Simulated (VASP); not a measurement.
# Sc: single point with LDA

The system is Sc.

```xyz
2
Lattice="3.2415 0.0000 0.0000 -1.6207 2.8072 0.0000 0.0000 0.0000 5.1657" Properties=species:S:1:pos:R:3 pbc="T T T"
Sc    1.6207    0.9357    3.8742
Sc    0.0000    1.8715    1.2914
```

```json
{"Program": "VASP 6.6.1", "Task": "single point", "Functional": "LDA", "Potentials or basis": "VASP PAW LDA potentials, release 64 (Sc_sv)", "Cutoff": "520 eV", "k mesh": "9 × 9 × 5", "Occupations": "gaussian, width 0.05 eV", "Spin": "no spin polarisation"}
```

The pressure is -2.3 GPa. The band gap on the k mesh is zero (bands 11 and 12 overlap by 1.25 eV).

Stress tensor (GPa, compression positive):
```
-1.62  0.00  0.00
 0.00 -1.62  0.00
 0.00  0.00 -3.73
```

Levels at points of the mesh, in eV from the Fermi level:
```tsv
k point	band 9	band 10	band 11	band 12	band 13	band 14
(0.00, 0.00, 0.00)	-5.16	-1.75	0.65	1.61	1.61	1.74
```

Wall time 13 s on 1 thread of Intel(R) Xeon(R) Platinum 8488C (Sapphire Rapids) (shared host), peak memory 0.15 GiB.
